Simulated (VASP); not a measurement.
# Be2SbP3 (P4/mmm) in VASP: a series of runs

The runs below take Be2SbP3 through relaxation of cell and atoms, single point, with PBE.

Program: VASP 6.6.1. These are calculated values, not measurements. Logs are shortened: lines on timing, memory, paths and dates and some standing lists are left out, and cuts for length are marked.

## Step 1: The cell of the first run

It takes space group P4/mmm (No. 123, tetragonal). Conventional cell: a = 4.140 Å, b = 4.140 Å, c = 3.909 Å, α = 90.00°, β = 90.00°, γ = 90.00°. Within 2.6 Å of Be (site symmetry mmm) lie 4 P at 1.95 to 2.07 Å. Within 2.6 Å of Sb (site symmetry 4/mmm) lie 6 P at 1.95 to 2.07 Å. P (site symmetry mmm) has 2 Be at 1.95 Å and 2 Sb at 2.07 Å within 2.6 Å. P (site symmetry 4/mmm) has 2 Sb at 1.95 Å and 4 Be at 2.07 Å within 2.6 Å.

The cell was generated, and may not be a known phase.

## Step 2: Relaxation of cell and atoms, PBE

INCAR

```
SYSTEM = Be2SbP3
  ALGO = Normal
  EDIFF = 1E-7
  EDIFFG = -0.04
  ENCUT = 600
  GGA = PE
  IBRION = 2
  ISIF = 3
  ISMEAR = 0
  LASPH = .True.
  LCHARG = .False.
  LREAL = .False.
  LWAVE = .False.
  NELM = 80
  NSW = 90
  PREC = Accurate
  SIGMA = 0.1
```

KPOINTS

```
k-points
0
Gamma
  4 4 4
  0 0 0
```

POSCAR

```
Be2SbP3
1.0
    4.1404946300      0.0000000000      0.0000000000
    0.0000000000      4.1404946300      0.0000000000
    0.0000000000      0.0000000000      3.9088693400
Be Sb P
2 1 3
Direct
    0.0000000000      0.5000000000      0.0000000000
    0.5000000000      0.0000000000      0.0000000000
    0.5000000000      0.5000000000      0.5000000000
    0.0000000000      0.5000000000      0.5000000000
    0.5000000000      0.0000000000      0.5000000000
    0.5000000000      0.5000000000      0.0000000000
```

Potentials or basis: VASP PAW PBE potentials, release 64 (Be, Sb, P).

Started as:

```bash
cat potpaw_PBE.64/Be/POTCAR potpaw_PBE.64/Sb/POTCAR potpaw_PBE.64/P/POTCAR > POTCAR
mpirun -np 1 vasp_std > vasp.out
```

OUTCAR:

```text
SYSTEM = Be2SbP3
   EDIFF = 1E-7
   EDIFFG = -0.04
   ENCUT = 600
   GGA = PE
   IBRION = 2
   ISIF = 3
   ISMEAR = 0
   LASPH = .True.
   LREAL = .False.
   NELM = 80
   NSW = 90
   PREC = Accurate

 ion  position               nearest neighbor table
   1  0.000  0.500  0.000-   4 1.95   4 1.95   6 2.07   6 2.07   3 2.85   3 2.85   3 2.85   3 2.85

   2  0.500  0.000  0.000-   5 1.95   5 1.95   6 2.07   6 2.07   3 2.85   3 2.85   3 2.85   3 2.85

   3  0.500  0.500  0.500-   6 1.95   6 1.95   4 2.07   5 2.07   5 2.07   4 2.07   2 2.85   2 2.85
                             2 2.85   1 2.85   2 2.85   1 2.85   1 2.85   1 2.85
   4  0.000  0.500  0.500-   1 1.95   1 1.95   3 2.07   3 2.07   6 2.85   6 2.85   6 2.85   6 2.85
                             5 2.93   5 2.93   5 2.93   5 2.93
   5  0.500  0.000  0.500-   2 1.95   2 1.95   3 2.07   3 2.07   6 2.85   6 2.85   6 2.85   6 2.85
                             4 2.93   4 2.93   4 2.93   4 2.93
   6  0.500  0.500  0.000-   3 1.95   3 1.95   1 2.07   2 2.07   2 2.07   1 2.07   4 2.85   5 2.85
                             5 2.85   5 2.85   5 2.85   4 2.85   4 2.85   4 2.85

  LATTYP: Found a simple tetragonal cell.
 ALAT       =     4.1404946300
 C/A-ratio  =     0.9440585460

  Lattice vectors:

 A1 = (   4.1404946300,   0.0000000000,   0.0000000000)
 A2 = (   0.0000000000,   4.1404946300,   0.0000000000)
 A3 = (   0.0000000000,   0.0000000000,   3.9088693400)

Analysis of symmetry for initial positions (statically):
=====================================================================
 Subroutine PRICEL returns:
 Original cell was already a primitive cell.

 Routine SETGRP: Setting up the symmetry group for a
 simple tetragonal supercell.

 Subroutine GETGRP returns: Found 16 space group operations
 (whereof 16 operations were pure point group operations)
 out of a pool of 16 trial point group operations.

The static configuration has the point symmetry D_4h.

Analysis of symmetry for dynamics (positions and initial velocities):
=====================================================================
 Subroutine PRICEL returns:
 Original cell was already a primitive cell.

 Routine SETGRP: Setting up the symmetry group for a
 simple tetragonal supercell.

 Subroutine GETGRP returns: Found 16 space group operations
 (whereof 16 operations were pure point group operations)
 out of a pool of 16 trial point group operations.

The dynamic configuration has the point symmetry D_4h.

 Subroutine INISYM returns: Found 16 space group operations
 (whereof 16 operations are pure point group operations),
 and found     1 'primitive' translations

----------------------------------------------------------------------------------------

                                     Primitive cell

  volume of cell :      67.0125

  direct lattice vectors                    reciprocal lattice vectors
     4.140494630  0.000000000  0.000000000     0.241517038  0.000000000  0.000000000
     0.000000000  4.140494630  0.000000000     0.000000000  0.241517038  0.000000000
     0.000000000  0.000000000  3.908869340     0.000000000  0.000000000  0.255828454

  length of vectors
     4.140494630  4.140494630  3.908869340     0.241517038  0.241517038  0.255828454

  position of ions in fractional coordinates (direct lattice)
     0.000000000  0.500000000  0.000000000
     0.500000000  0.000000000  0.000000000
     0.500000000  0.500000000  0.500000000
     0.000000000  0.500000000  0.500000000
     0.500000000  0.000000000  0.500000000
     0.500000000  0.500000000  0.000000000

  ion indices of the primitive-cell ions
   primitive index   ion index
                 1           1
                 2           2
                 3           3
                 4           4
                 5           5
                 6           6

----------------------------------------------------------------------------------------

 KPOINTS: k-points

Automatic generation of k-mesh.
 Grid dimensions read from file:
 generate k-points for:    4    4    4

 Generating k-lattice:

  Cartesian coordinates                     Fractional coordinates (reciprocal lattice)
     0.060379260  0.000000000  0.000000000     0.250000000  0.000000000  0.000000000
     0.000000000  0.060379260  0.000000000     0.000000000  0.250000000  0.000000000
     0.000000000  0.000000000  0.063957113     0.000000000  0.000000000  0.250000000

  Length of vectors
     0.060379260  0.060379260  0.063957113

  Shift w.r.t. Gamma in fractional coordinates (k-lattice)
     0.000000000  0.000000000  0.000000000

 Subroutine IBZKPT returns following result:
 ===========================================

 Found     18 irreducible k-points:

 Following reciprocal coordinates:
            Coordinates               Weight
  0.000000  0.000000  0.000000      1.000000
  0.250000  0.000000  0.000000      4.000000
  0.500000  0.000000  0.000000      2.000000
  0.250000  0.250000  0.000000      4.000000
  0.500000  0.250000  0.000000      4.000000
  0.500000  0.500000  0.000000      1.000000
[... 10 lines left out ...]
  0.500000  0.250000  0.500000      4.000000
  0.500000  0.500000  0.500000      1.000000
   k-points           NKPTS =     18   k-points in BZ     NKDIM =     18   number of bands    NBANDS=     16
   number of dos      NEDOS =    301   number of ions     NIONS =      6
   total plane-waves  NPLWV =  41472
   dimension x,y,z NGX =    36 NGY =   36 NGZ =   32
   dimension x,y,z NGXF=    72 NGYF=   72 NGZF=   64
   ions per type =               2   1   3
   NGX,Y,Z   is equivalent  to a cutoff of  14.45, 14.45, 13.61 a.u.
   NGXF,Y,Z  is equivalent  to a cutoff of  28.91, 28.91, 27.22 a.u.
 SYSTEM =  Be2SbP3
   PREC   = accura    normal or accurate (medium, high low for compatibility)
   ISTART =      0    job   : 0-new  1-cont  2-samecut
   ICHARG =      2    charge: 1-file 2-atom 10-const
   ISPIN  =      1    spin polarized calculation?
   LNONCOLLINEAR =      F non collinear calculations
   LSORBIT =      F    spin-orbit coupling
   LASPH  =      T    aspherical Exc in radial PAW
   ENCUT  =  600.0 eV  44.10 Ry    6.64 a.u.   8.27  8.27  7.81*2*pi/ulx,y,z
   NELM   =     80;   NELMIN=  2; NELMDL= -5     # of ELM steps
   EDIFF  = 0.1E-06   stopping-criterion for ELM
   LREAL  =      F    real-space projection
   EDIFFG = -.4E-01   stopping-criterion for IOM
   NSW    =     90    number of steps for IOM
   IBRION =      2    ionic relax: 0-MD 1-quasi-New 2-CG
   NFREE  =      1    steps in history (QN), initial steepest desc. (CG)
   ISIF   =      3    stress and relaxation
   ISYM   =      2    0-nonsym 1-usesym 2-fastsym
   POTIM  = 0.5000    time-step for ionic-motion
   TEBEG  =    0.0;   TEEND  =   0.0 temperature during run
   PSTRESS=    0.0 pullay stress
   NELECT =      24.0000    total number of electrons
   NUPDOWN=      -1.0000    fix difference up-down
   EMIN   =  10.00;   EMAX   =-10.00  energy-range for DOS
   EFERMI =   0.00;   METHOD = LEGACY
   ISMEAR =     0;   SIGMA  =   0.10  broadening in eV -4-tet -1-fermi 0-gaus
   EFERMI_NEDOS =   21; number of points for ismear=-14 and -15
   IALGO  =     38    algorithm
   IMIX   =      4    mixing-type and parameters
     AMIX     =   0.40;   BMIX     =  1.00
     AMIX_MAG =   1.60;   BMIX_MAG =  1.00
  volume/ion in A,a.u.               =      11.17        75.37
  Fermi-wavevector in a.u.,A,eV,Ry     =   1.162590  2.196977 18.389856  1.351616
  Thomas-Fermi vector in A             =   2.299150
   LORBIT       =      0    0 simple, 1 ext, 2 COOP (PROOUT), +10 PAW based schemes
   GGA     = PE    functional components
   LHFCALC =     F    Hartree Fock is set to
   AEXX    =    0.0000 exact exchange contribution
   IVDW    =     0    specifies the selected vdW correction
   LEPSILON=     F    determine dielectric tensor
   LRPA    =     F    only Hartree local field effects (RPA)
 conjugate gradient relaxation of ions
 non-spin polarized calculation
 Gauss-broadening in eV      SIGMA  =   0.10
  energy-cutoff  :      600.00
  volume of cell :       67.01
 maximum number of plane-waves:      2296
 NGX is ok and might be reduce to    36
   NGX = 17   NGY = 17   NGZ = 15

--------------------------------------- Ionic step        1  -------------------------------------------

 number of electron      24.0000003 magnetization

 Free energy of the ion-electron system (eV)
  ---------------------------------------------------
  ext. energy  EPLUGINS =         0.00000000
  ---------------------------------------------------
  free energy    TOTEN  =        -5.81639738 eV

  energy without entropy =       -5.80930299  energy(sigma->0) =       -5.81285018

 E-fermi :  11.7560     XC(G=0): -11.5384

 val. band max:       11.6883893161   @ k =   0.5000   0.2500   0.2500
 cond. band min:      12.0360655012   @ k =   0.2500   0.2500   0.2500
 fundamental gap:      0.3476761850
 Fermi energy:        11.7559937722

 k-point     1 :       0.0000    0.0000    0.0000
  band No.  band energies     occupation
      1      -7.7449      2.00000
      2       1.2465      2.00000
      3       1.3761      2.00000
      4       1.3761      2.00000
      5       1.7301      2.00000
      6       2.5530      2.00000
[... 8 lines left out ...]
     15      14.2802      0.00000
     16      14.4245      0.00000
[... 358 lines left out ...]
  energy  without entropy=       -5.8093029924  energy(sigma->0) =       -5.81285018

--------------------------------------- Ionic step        2  -------------------------------------------

 number of electron      24.0000003 magnetization

 E-fermi :  -0.0297     XC(G=0):  -6.6386

 val. band max:       -0.0409815438   @ k =   0.2500   0.0000   0.2500
 cond. band min:      -0.0218067015   @ k =   0.5000   0.0000   0.5000
 fundamental gap:      0.0191748423
 Fermi energy:        -0.0296637455

 k-point     1 :       0.0000    0.0000    0.0000
  band No.  band energies     occupation
      1     -10.3344      2.00000
      2      -8.7382      2.00000
      3      -8.5944      2.00000
      4      -6.8271      2.00000
      5      -3.3289      2.00000
      6      -3.3289      2.00000
[... 8 lines left out ...]
     15       0.0374      0.34313
     16       2.5314      0.00000
[... 394 lines left out ...]
  FREE ENERGIE OF THE ION-ELECTRON SYSTEM (eV)
  ---------------------------------------------------
  free  energy   TOTEN  =       -23.0613610852 eV

  energy  without entropy=      -23.0420159469  energy(sigma->0) =      -23.05168852

[... ionic steps 4 to 7 ...]

--------------------------------------- Ionic step        8  -------------------------------------------

 number of electron      24.0000002 magnetization

 E-fermi :   4.5778     XC(G=0):  -8.8773

 val. band max:        4.5477547519   @ k =   0.5000   0.2500   0.2500
 cond. band min:       4.5877186154   @ k =   0.2500   0.2500   0.0000
 fundamental gap:      0.0399638635
 Fermi energy:         4.5778149859

 k-point     1 :       0.0000    0.0000    0.0000
  band No.  band energies     occupation
      1      -9.3619      2.00000
      2      -4.7606      2.00000
      3      -4.6412      2.00000
      4      -2.0774      2.00000
      5      -1.6214      2.00000
      6      -1.6214      2.00000
[... 8 lines left out ...]
     15       5.3847      0.00000
     16       9.2303      0.00000
[... 398 lines left out ...]
  energy  without entropy=      -23.4286242199  energy(sigma->0) =      -23.43802866

--------------------------------------- Ionic step       10  -------------------------------------------

 number of electron      24.0000005 magnetization

 Free energy of the ion-electron system (eV)
  ---------------------------------------------------
  ext. energy  EPLUGINS =         0.00000000
  ---------------------------------------------------
  free energy    TOTEN  =       -23.44928281 eV

  energy without entropy =      -23.43059652  energy(sigma->0) =      -23.43993967

 E-fermi :   4.6679     XC(G=0):  -8.9179

 val. band max:        4.6399809431   @ k =   0.5000   0.2500   0.2500
 cond. band min:       4.6699757436   @ k =   0.2500   0.2500   0.0000
 fundamental gap:      0.0299948005
 Fermi energy:         4.6678511728

 k-point     1 :       0.0000    0.0000    0.0000
  band No.  band energies     occupation
      1      -9.3485      2.00000
      2      -4.6881      2.00000
      3      -4.5447      2.00000
      4      -2.0467      2.00000
      5      -1.5886      2.00000
      6      -1.5886      2.00000
[... 8 lines left out ...]
     15       5.5618      0.00000
     16       9.3765      0.00000
[... 354 lines left out ...]
  FREE ENERGIE OF THE ION-ELECTRON SYSTEM (eV)
  ---------------------------------------------------
  free  energy   TOTEN  =       -23.4492828101 eV

  energy  without entropy=      -23.4305965230  energy(sigma->0) =      -23.43993967

 reached required accuracy - stopping structural energy minimisation
```

Wall time 4.8 min (1 thread of Oxide Virtual Turin-like, shared host); peak memory 0.18 GiB.

What came out:

| Quantity | Value |
| --- | --- |
| Free energy | -23.4493 eV |
| Relaxed volume | 21.02 Å³/atom |
| Relaxed cell | a = 5.116 Å, b = 5.116 Å, c = 4.819 Å, α = 90.00°, β = 90.00°, γ = 90.00° |
| Space group after relaxing (to 0.1 Å) | P4/mmm (No. 123) |
| Energy gained by relaxing | 2938.8 meV/atom |
| Ionic steps | 10 |
| Pressure after relaxing | -0.1 GPa |
| Band gap on the k mesh | zero (bands 12 and 13 overlap by 1.48 eV) |

Stress tensor (GPa, compression positive):
```
-0.20  0.00  0.00
 0.00 -0.20  0.00
 0.00  0.00  0.20
```

The path:
```
step  energy change (eV)  largest force (eV/Å)  pressure (GPa)  volume (Å³)
   1              0.0000                0.0000          164.28        67.01
   2            -10.0085                0.0000           -9.63       247.82
   3            -17.2450                0.0000           -2.32       128.75
   4            -17.2882                0.0000           -1.13       126.08
   5            -17.3122                0.0000            1.37       121.46
   6            -17.3126                0.0000            0.60       122.77
   7            -17.5381                0.0000           -0.75       125.34
   8            -17.6282                0.0000           -0.92       127.56
   9            -17.6310                0.0000            0.49       125.25
  10            -17.6329                0.0000           -0.06       126.13
```

Final structure:
```xyz
6
Lattice="5.1162 0.0000 0.0000 0.0000 5.1162 0.0000 0.0000 0.0000 4.8187" Properties=species:S:1:pos:R:3 pbc="T T T"
Be    0.0000    2.5581    0.0000
Be    2.5581    0.0000    0.0000
Sb    2.5581    2.5581    2.4093
P     0.0000    2.5581    2.4093
P     2.5581    0.0000    2.4093
P     2.5581    2.5581    0.0000
```

Caveat: the k points lie up to 0.33 Å⁻¹ apart in the final cell, too coarse for converged energies and pressures of a metal; the volume moved by over 15 % at a fixed basis, so the end points are rough; spin-orbit coupling is left out, which moves the levels of the heavy elements.

## Step 3: Single point, PBE

This run uses another cell than the first one, of 21.00 Å³/atom.

INCAR

```
PREC     = Accurate       # precision mode
ENCUT    = 520            # plane-wave cutoff, eV
EDIFF    = 1E-6           # SCF threshold, eV
ISMEAR   = 0              # smearing method
SIGMA    = 0.1            # smearing width, eV
LREAL    = False          # projectors in reciprocal space
LASPH    = True           # aspherical terms in the spheres
NELM     = 100            # most SCF steps
ALGO     = Fast           # electronic algorithm
ISIF     = 2              # what is computed and relaxed
LWAVE    = False          # write WAVECAR
LCHARG   = True           # write CHGCAR
GGA      = PE             # functional
LELF     = True           # ELF
LVHAR    = True         
NBANDS   = 21             # bands
```

KPOINTS

```
Automatic mesh
0
Gamma
  8 8 8
```

Edit POSCAR of step 2 so:

```diff
@@ -2,5 +2,5 @@
 1.0
-    4.1404946300      0.0000000000      0.0000000000
-    0.0000000000      4.1404946300      0.0000000000
-    0.0000000000      0.0000000000      3.9088693400
+    5.0874525721      0.0000000000      0.0000000000
+    0.0000000000      5.0874525721      0.0000000000
+    0.0000000000      0.0000000000      4.8690522813
 Be Sb P
```

Potentials or basis: VASP PAW PBE potentials, release 64 (Be, Sb, P).

Started as:

```bash
cat potpaw_PBE.64/Be/POTCAR potpaw_PBE.64/Sb/POTCAR potpaw_PBE.64/P/POTCAR > POTCAR
mpirun -np 1 vasp_std > vasp.out
```

It took 3.4 min on 1 thread of Oxide Virtual Turin-like, shared host; peak memory 0.32 GiB.

It converged, with:

| Quantity | Value |
| --- | --- |
| Free energy | -23.4746 eV |
| Pressure | 0.2 GPa |
| Band gap on the k mesh | zero (bands 12 and 13 overlap by 1.64 eV) |

Stress tensor (GPa, compression positive):
```
0.13 0.00 0.00
0.00 0.13 0.00
0.00 0.00 0.25
```

Levels at points of the mesh, in eV from the Fermi level:
```
           k point  band 10  band 11  band 12  band 13  band 14  band 15
(0.00, 0.00, 0.00)    -1.63    -1.59    -0.34    -0.34     0.99     1.06
(0.50, 0.00, 0.00)    -1.49    -1.40    -1.28     0.20     1.00     1.42
(0.50, 0.50, 0.00)    -2.96    -0.79     0.88     0.88     1.09     1.59
(0.00, 0.00, 0.50)    -3.24     0.03     0.03     0.81     1.09     3.34
(0.50, 0.00, 0.50)    -0.92    -0.44     0.52     1.45     1.79     1.92
(0.50, 0.50, 0.50)    -0.23     0.66     0.66     1.18     1.18     1.37
```

Caveat: spin-orbit coupling is left out, which moves the levels of the heavy elements.

(Continued in part 2 of 2.)

The gap in the log of VASP goes by the Fermi energy; the results here count the filled bands.